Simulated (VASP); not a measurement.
# Ir2Rh (P-3m1) in VASP: further runs

The runs below take Ir2Rh through single point, relaxation of cell and atoms, with PBE.

All numbers are computed with VASP 6.6.1; they aren't measurements. Logs are shortened: lines on timing, memory, paths and dates and some standing lists are left out, and cuts for length are marked.

### Step 1. The cell of the first run

It takes space group P-3m1 (No. 164, trigonal). Conventional cell: a = 2.705 Å, b = 2.705 Å, c = 6.626 Å, α = 90.00°, β = 90.00°, γ = 120.00°. Ir (site symmetry 3m) has 3 Rh at 2.71 Å and 9 Ir at 2.71 Å within 3.6 Å. Rh (site symmetry -3m) has 6 Ir at 2.71 Å and 6 Rh at 2.71 Å within 3.6 Å.

### Step 2. Single point, PBE

File INCAR:

```
  ALGO = Normal
  EDIFF = 1E-6
  ENCUT = 520
  GGA = PE
  ISIF = 2
  ISMEAR = 0
  LASPH = T
  LCHARG = F
  LREAL = F
  LWAVE = F
  NBANDS = 24
  NELM = 80
  PREC = Accurate
  SIGMA = 0.1
```

File KPOINTS:

```
k-points
0
Gamma
  6 6 4
```

File POSCAR:

```
Ir2Rh
1.0
    2.7052054600      0.0000000000      0.0000000000
   -1.3526027300      2.3427766500      0.0000000000
    0.0000000000      0.0000000000      6.6263730200
Ir Rh
2 1
Direct
    0.3333333300      0.6666666700      0.6666666700
    0.6666666700      0.3333333300      0.3333333300
    0.0000000000      0.0000000000      0.0000000000
```

Potentials or basis: VASP PAW PBE potentials, release 64 (Ir, Rh_pv).

Started as:

```bash
$ cat potpaw_PBE.64/Ir/POTCAR potpaw_PBE.64/Rh_pv/POTCAR > POTCAR
$ mpirun -np 1 vasp_std > vasp.out
```

OUTCAR:

```text
EDIFF = 1E-6
   ENCUT = 520
   GGA = PE
   ISIF = 2
   ISMEAR = 0
   LASPH = T
   LREAL = F
   NELM = 80
   PREC = Accurate

 ion  position               nearest neighbor table
   1  0.333  0.667  0.667-   3 2.71   3 2.71   3 2.71   2 2.71   2 2.71   2 2.71
   2  0.667  0.333  0.333-   3 2.71   3 2.71   3 2.71   1 2.71   1 2.71   1 2.71
   3  0.000  0.000  0.000-   1 2.71   2 2.71   1 2.71   2 2.71   2 2.71   1 2.71

  LATTYP: Found a hexagonal cell.
 ALAT       =     2.7052054600
 C/A-ratio  =     2.4494897404

  Lattice vectors:

 A1 = (   2.7052054600,   0.0000000000,   0.0000000000)
 A2 = (  -1.3526027300,   2.3427766500,   0.0000000000)
 A3 = (   0.0000000000,   0.0000000000,   6.6263730200)

Analysis of symmetry for initial positions (statically):
=====================================================================
 Subroutine PRICEL returns:
 Original cell was already a primitive cell.

 Routine SETGRP: Setting up the symmetry group for a
 hexagonal supercell.

 Subroutine GETGRP returns: Found 12 space group operations
 (whereof 12 operations were pure point group operations)
 out of a pool of 24 trial point group operations.

The static configuration has the point symmetry D_3d.

Analysis of symmetry for dynamics (positions and initial velocities):
=====================================================================
 Subroutine PRICEL returns:
 Original cell was already a primitive cell.

 Routine SETGRP: Setting up the symmetry group for a
 hexagonal supercell.

 Subroutine GETGRP returns: Found 12 space group operations
 (whereof 12 operations were pure point group operations)
 out of a pool of 24 trial point group operations.

The dynamic configuration has the point symmetry D_3d.

 Subroutine INISYM returns: Found 12 space group operations
 (whereof 12 operations are pure point group operations),
 and found     1 'primitive' translations

----------------------------------------------------------------------------------------

                                     Primitive cell

  volume of cell :      41.9959

  direct lattice vectors                    reciprocal lattice vectors
     2.705205460  0.000000000  0.000000000     0.369657690  0.213421967  0.000000000
    -1.352602730  2.342776650  0.000000000     0.000000000  0.426843933  0.000000000
     0.000000000  0.000000000  6.626373020     0.000000000  0.000000000  0.150912120

  length of vectors
     2.705205460  2.705205459  6.626373020     0.426843933  0.426843933  0.150912120

  position of ions in fractional coordinates (direct lattice)
     0.333333330  0.666666670  0.666666670
     0.666666670  0.333333330  0.333333330
     0.000000000  0.000000000  0.000000000

  ion indices of the primitive-cell ions
   primitive index   ion index
                 1           1
                 2           2
                 3           3

----------------------------------------------------------------------------------------

 KPOINTS: k-points

Automatic generation of k-mesh.
 Grid dimensions read from file:
 generate k-points for:    6    6    4

 Generating k-lattice:

  Cartesian coordinates                     Fractional coordinates (reciprocal lattice)
     0.061609615  0.035570328  0.000000000     0.166666667  0.000000000  0.000000000
     0.000000000  0.071140656  0.000000000     0.000000000  0.166666667  0.000000000
     0.000000000  0.000000000  0.037728030     0.000000000  0.000000000  0.250000000

  Length of vectors
     0.071140656  0.071140656  0.037728030

  Shift w.r.t. Gamma in fractional coordinates (k-lattice)
     0.000000000  0.000000000  0.000000000

 Subroutine IBZKPT returns following result:
 ===========================================

 Found     24 irreducible k-points:

 Following reciprocal coordinates:
            Coordinates               Weight
  0.000000  0.000000  0.000000      1.000000
  0.166667 -0.000000  0.000000      6.000000
  0.333333 -0.000000  0.000000      6.000000
  0.500000  0.000000  0.000000      3.000000
  0.166667  0.166667  0.000000      6.000000
  0.333333  0.166667  0.000000     12.000000
[... 16 lines left out ...]
  0.333333  0.166667  0.500000     12.000000
  0.333333  0.333333  0.500000      2.000000
   k-points           NKPTS =     24   k-points in BZ     NKDIM =     24   number of bands    NBANDS=     24
   number of dos      NEDOS =    301   number of ions     NIONS =      3
   total plane-waves  NPLWV =  20000
   dimension x,y,z NGX =    20 NGY =   20 NGZ =   50
   dimension x,y,z NGXF=    40 NGYF=   40 NGZF=  100
   ions per type =               2   1
   NGX,Y,Z   is equivalent  to a cutoff of  12.29, 12.29, 12.54 a.u.
   NGXF,Y,Z  is equivalent  to a cutoff of  24.58, 24.58, 25.09 a.u.
 SYSTEM =  unknown system
   PREC   = accura    normal or accurate (medium, high low for compatibility)
   ISTART =      0    job   : 0-new  1-cont  2-samecut
   ICHARG =      2    charge: 1-file 2-atom 10-const
   ISPIN  =      1    spin polarized calculation?
   LNONCOLLINEAR =      F non collinear calculations
   LSORBIT =      F    spin-orbit coupling
   LASPH  =      T    aspherical Exc in radial PAW
   ENCUT  =  520.0 eV  38.22 Ry    6.18 a.u.   5.03  5.03 12.32*2*pi/ulx,y,z
   NELM   =     80;   NELMIN=  2; NELMDL= -5     # of ELM steps
   EDIFF  = 0.1E-05   stopping-criterion for ELM
   LREAL  =      F    real-space projection
   EDIFFG = 0.1E-04   stopping-criterion for IOM
   NSW    =      0    number of steps for IOM
   IBRION =     -1    ionic relax: 0-MD 1-quasi-New 2-CG
   NFREE  =      0    steps in history (QN), initial steepest desc. (CG)
   ISIF   =      2    stress and relaxation
   ISYM   =      2    0-nonsym 1-usesym 2-fastsym
   POTIM  = 0.5000    time-step for ionic-motion
   TEBEG  =    0.0;   TEEND  =   0.0 temperature during run
   PSTRESS=    0.0 pullay stress
   NELECT =      33.0000    total number of electrons
   NUPDOWN=      -1.0000    fix difference up-down
   EMIN   =  10.00;   EMAX   =-10.00  energy-range for DOS
   EFERMI =   0.00;   METHOD = LEGACY
   ISMEAR =     0;   SIGMA  =   0.10  broadening in eV -4-tet -1-fermi 0-gaus
   EFERMI_NEDOS =   21; number of points for ismear=-14 and -15
   IALGO  =     38    algorithm
   IMIX   =      4    mixing-type and parameters
     AMIX     =   0.40;   BMIX     =  1.00
     AMIX_MAG =   1.60;   BMIX_MAG =  1.00
  volume/ion in A,a.u.               =      14.00        94.47
  Fermi-wavevector in a.u.,A,eV,Ry     =   1.510696  2.854802 31.051257  2.282203
  Thomas-Fermi vector in A             =   2.620852
   LORBIT       =      0    0 simple, 1 ext, 2 COOP (PROOUT), +10 PAW based schemes
   GGA     = PE    functional components
   LHFCALC =     F    Hartree Fock is set to
   AEXX    =    0.0000 exact exchange contribution
   IVDW    =     0    specifies the selected vdW correction
   LEPSILON=     F    determine dielectric tensor
   LRPA    =     F    only Hartree local field effects (RPA)
 non-spin polarized calculation
 Gauss-broadening in eV      SIGMA  =   0.10
  energy-cutoff  :      520.00
  volume of cell :       42.00
 maximum number of plane-waves:      1152
   NGX =  9   NGY =  9   NGZ = 25

 number of electron      32.9999996 magnetization

 Free energy of the ion-electron system (eV)
  ---------------------------------------------------
  ext. energy  EPLUGINS =         0.00000000
  ---------------------------------------------------
  free energy    TOTEN  =       -24.90838449 eV

  energy without entropy =      -24.89700142  energy(sigma->0) =      -24.90269296

 E-fermi :  10.6858     XC(G=0): -14.0139

 val. band max:       10.6428319896   @ k =   0.5000   0.0000   0.5000
 cond. band min:      10.6919341154   @ k =   0.3333   0.3333   0.0000
 fundamental gap:      0.0491021258
 Fermi energy:        10.6858314691

 k-point     1 :       0.0000    0.0000    0.0000
  band No.  band energies     occupation
      1     -36.0380      2.00000
      2     -35.6080      2.00000
      3     -35.6080      2.00000
      4       0.4746      2.00000
      5       2.7550      2.00000
      6       4.3601      2.00000
[... 16 lines left out ...]
     23      22.7264      0.00000
     24      25.7076      0.00000

 k-point     2 :       0.1667   -0.0000    0.0000
  band No.  band energies     occupation
      1     -36.0199      2.00000
      2     -35.7418      2.00000
      3     -35.6400      2.00000
      4       1.5078      2.00000
      5       3.7294      2.00000
      6       5.0803      2.00000
[... 16 lines left out ...]
     23      23.0688      0.00000
     24      27.1636      0.00000

 k-point     3 :       0.3333   -0.0000    0.0000
  band No.  band energies     occupation
      1     -36.0039      2.00000
      2     -35.9834      2.00000
      3     -35.7036      2.00000
      4       3.3125      2.00000
      5       4.0049      2.00000
      6       4.4500      2.00000
[... 16 lines left out ...]
     23      22.9188      0.00000
     24      24.0070      0.00000

 k-point     4 :       0.5000    0.0000    0.0000
  band No.  band energies     occupation
      1     -36.1323      2.00000
      2     -35.9652      2.00000
      3     -35.7351      2.00000
      4       3.3530      2.00000
      5       3.7330      2.00000
      6       3.8389      2.00000
[... 16 lines left out ...]
     23      18.9464      0.00000
     24      22.4354      0.00000

 k-point     5 :       0.1667    0.1667    0.0000
  band No.  band energies     occupation
      1     -35.9926      2.00000
      2     -35.9141      2.00000
      3     -35.7133      2.00000
      4       3.1826      2.00000
      5       5.0492      2.00000
      6       5.2627      2.00000
[... 451 lines left out ...]
 k-point    22 :       0.1667    0.1667    0.5000
  band No.  band energies     occupation
      1     -35.9926      2.00000
      2     -35.9141      2.00000
      3     -35.7134      2.00000
      4       3.3598      2.00000
      5       4.2713      2.00000
      6       5.3120      2.00000
[... 16 lines left out ...]
     23      24.4984      0.00000
     24      24.7176      0.00000

 k-point    23 :       0.3333    0.1667    0.5000
  band No.  band energies     occupation
      1     -36.0663      2.00000
      2     -35.9652      2.00000
      3     -35.8038      2.00000
      4       4.0002      2.00000
      5       4.4347      2.00000
      6       4.8364      2.00000
[... 16 lines left out ...]
     23      20.1426      0.00000
     24      21.7774      0.00000

 k-point    24 :       0.3333    0.3333    0.5000
  band No.  band energies     occupation
      1     -35.9763      2.00000
      2     -35.9763      2.00000
      3     -35.9560      2.00000
      4       5.1291      2.00000
      5       5.3233      2.00000
      6       5.3233      2.00000
[... 16 lines left out ...]
     23      18.0769      0.00000
     24      19.6647      0.00000

------------------------ aborting loop because EDIFF is reached ----------------------------------------

  FORCE on cell =-STRESS in cart. coord.  units (eV):
  Direction    XX          YY          ZZ          XY          YZ          ZX
  --------------------------------------------------------------------------------------
  -------------------------------------------------------------------------------------
  Total        2.6570368      2.6570368      1.5951168      0.0000000      0.0000000      0.0000000
  in kB      101.3680575    101.3680574     60.8549697      0.0000000      0.0000000      0.0000000
  external PRESSURE =      87.8636949 kB  Pullay stress =       0.0000000 kB

 VOLUME and BASIS-vectors are now :
 -----------------------------------------------------------------------------
  energy-cutoff  :      520.00
  volume of cell :       42.00
      direct lattice vectors                 reciprocal lattice vectors
     2.705205460  0.000000000  0.000000000     0.369657690  0.213421967  0.000000000
    -1.352602730  2.342776650  0.000000000     0.000000000  0.426843933  0.000000000
     0.000000000  0.000000000  6.626373020     0.000000000  0.000000000  0.150912120

 POSITION                                       TOTAL-FORCE (eV/Angst)
 -----------------------------------------------------------------------------------
     -0.00000      1.56185      4.41758        -0.000000      0.000000     -0.088475
      1.35260      0.78093      2.20879         0.000000      0.000000      0.088475
      0.00000      0.00000      0.00000        -0.000000      0.000000      0.000000
 -----------------------------------------------------------------------------------
    total drift:                               -0.000000     -0.000000      0.000000

  FREE ENERGIE OF THE ION-ELECTRON SYSTEM (eV)
  ---------------------------------------------------
  free  energy   TOTEN  =       -24.9083844886 eV

  energy  without entropy=      -24.8970014250  energy(sigma->0) =      -24.90269296
```

Run time: 37 s. Hardware: 1 thread of AMD EPYC 7R43 (Zen 3), shared host; peak memory 0.12 GiB.

What came out:

```yaml
Free_energy: -24.9084 eV
Pressure: 8.8 GPa
Largest_force: 0.088 eV/Å
```

Forces in eV/Å, atoms in the order of the input:
```
Ir   0.000  0.000 -0.088
Ir   0.000  0.000  0.088
Rh   0.000  0.000  0.000
```

Caveat: the k points lie up to 0.45 Å⁻¹ apart; spin-orbit coupling is left out, which moves the levels of the heavy elements.

(Continued in part 2 of 2.)
